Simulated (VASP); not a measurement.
Here is a VASP 6.6.1 calculation.

Contents of INCAR:

```
PREC = Accurate ; ENCUT = 520
EDIFF = 1E-6 ; ISMEAR = 0
SIGMA = 0.05 ; LREAL = F
LASPH = T ; NELM = 100
ALGO = Normal ; ISIF = 2
LWAVE = F ; LCHARG = F
GGA = PS ; NBANDS = 12
```

Contents of KPOINTS:

```
Automatic mesh
0
Gamma
  7 7 7
```

Contents of POSCAR:

```
La
1.0
    3.1178768900     -0.0000000173     -0.0000000299
   -1.0392922804      2.9395625282     -0.0000000299
   -1.0392922804     -1.4697812209      2.5457358503
La
1
Direct
    0.0000000000      0.0000000000      0.0000000000
```

Potentials or basis: VASP PAW PBE potentials, release 64 (La).

Launch:

```console
$ cat potpaw_PBE.64/La/POTCAR > POTCAR
$ mpirun -np 1 vasp_std > vasp.out
```

Predict the pressure.

20.4 GPa.

Predict the band gap on the k mesh.

zero (an odd number of electrons rules out a gap without spin polarisation).

Caveat: the cell stands under pressure; the PAW data sets were made with another functional, which shifts forces and pressure a little; spin-orbit coupling is left out, which moves the levels of the heavy elements.
